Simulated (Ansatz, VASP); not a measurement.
CaScAuC6N6 in VASP and in Ansatz

The input INCAR:

```
SYSTEM = CaScAuC6N6
  PREC = Accurate
  ENCUT = 520
  EDIFF = 1E-6
  ISMEAR = 0
  SIGMA = 0.1
  LREAL = Auto
  LASPH = .TRUE.
  NELM = 150
  ALGO = Normal
  ISIF = 2
  LWAVE = .FALSE.
  LCHARG = .TRUE.
  ISPIN = 2
  MAGMOM = 0 0 0 0 0 0 0 0 1 0 0 0 0 0 0
  LORBIT = 11
  LMAXMIX = 4
  GGA = PE
  LELF = .TRUE.
  LVHAR = .TRUE.
  NBANDS = 60
```

Contents of KPOINTS:

```
Automatic mesh
0
G
  4 4 4
  0 0 0
```

The input POSCAR:

```
CaScAuC6N6
1.0
    0.0000000000      5.1995000000      5.1995000000
    5.1995000000      0.0000000000      5.1995000000
    5.1995000000      5.1995000000      0.0000000000
Ca Sc C Au N
1 1 6 1 6
Direct
    0.7500000000      0.7500000000      0.7500000000
    0.0000000000      0.0000000000      0.0000000000
    0.8055582300      0.1944417700      0.1944417700
    0.1944417700      0.1944417700      0.8055582300
    0.8055582300      0.1944417700      0.8055582300
    0.1944417700      0.8055582300      0.8055582300
    0.8055582300      0.8055582300      0.1944417700
    0.1944417700      0.8055582300      0.1944417700
    0.5000000000      0.5000000000      0.5000000000
    0.6930474100      0.3069525900      0.3069525900
    0.3069525900      0.3069525900      0.6930474100
    0.6930474100      0.3069525900      0.6930474100
    0.3069525900      0.6930474100      0.6930474100
    0.6930474100      0.6930474100      0.3069525900
    0.3069525900      0.6930474100      0.3069525900
```

Input for Ansatz:

```yaml
crystal:
  lattice:
    - [0.0, 5.1995, 5.1995]
    - [5.1995, 0.0, 5.1995]
    - [5.1995, 5.1995, 0.0]
  atoms:
    - { symbol: Ca, position: [0.75, 0.75, 0.75] }
    - { symbol: Sc, position: [0.0, 0.0, 0.0] }
    - { symbol: C, position: [0.80555823, 0.19444177, 0.19444177] }
    - { symbol: C, position: [0.19444177, 0.19444177, 0.80555823] }
    - { symbol: C, position: [0.80555823, 0.19444177, 0.80555823] }
    - { symbol: C, position: [0.19444177, 0.80555823, 0.80555823] }
    - { symbol: C, position: [0.80555823, 0.80555823, 0.19444177] }
    - { symbol: C, position: [0.19444177, 0.80555823, 0.19444177] }
    - { symbol: Au, position: [0.5, 0.5, 0.5], spin: 1.0 }
    - { symbol: "N", position: [0.69304741, 0.30695259, 0.30695259] }
    - { symbol: "N", position: [0.30695259, 0.30695259, 0.69304741] }
    - { symbol: "N", position: [0.69304741, 0.30695259, 0.69304741] }
    - { symbol: "N", position: [0.30695259, 0.69304741, 0.69304741] }
    - { symbol: "N", position: [0.69304741, 0.69304741, 0.30695259] }
    - { symbol: "N", position: [0.30695259, 0.69304741, 0.30695259] }
basis:
  ecutwfc: 420
kpoints:
  mp_grid: { grid: [4, 4, 4] }
hamiltonian:
  xc: pbe
scf:
  occupations: { method: gaussian, width: 0.1 }
  lower_state_search: "off"
output:
  forces: true
  stress: true
  eigenvalues: true
  populations: true
magnetization:
  spin_polarized: true
```

Alike in both runs: task single point; functional PBE; k mesh 4 × 4 × 4; occupations gaussian, width 0.1 eV; collinear spin.

|  | VASP | Ansatz |
| --- | --- | --- |
| version | VASP 6.6.1 | Ansatz 0.2.0 |
| potentials or method | VASP PAW PBE potentials, release 64 (Ca_sv, Sc_sv, C, Au, N), cutoff 520 eV | scalar-relativistic, plane waves, PAW |
| valence electrons in the cell | 86 | 94 |

VASP gave:

* gap on the k mesh at the Fermi level (eV): none
* pressure (GPa): 19.1
* rms of the force components (eV/Å): 1.028
* net moment per atom (μB): 0.00
* size of the moment on the site where the two differ most (μB): 0.00

Question: What did Ansatz give for the same quantities?

Answer: gap on the k mesh at the Fermi level (eV): none; pressure (GPa): 17.3; rms of the force components (eV/Å): 0.982; net moment per atom (μB): 0.26; size of the moment on the site where the two differ most (μB): 0.93.

The net moments are unlike, so the other rows may belong to different states. Site moments also hang on the region over which each program counts them. Atom by atom the forces differ by 0.156 eV/Å (rms over components). A gap of «none» marks a metal or a gap that the smearing closes. VASP's potentials hold 86 valence electrons a cell and Ansatz's 94, so a difference there can come from the potentials and not from the codes.

Spin-orbit coupling is off throughout. Noted on VASP's run: the standard files for N, O and F lose accuracy on very short bonds.
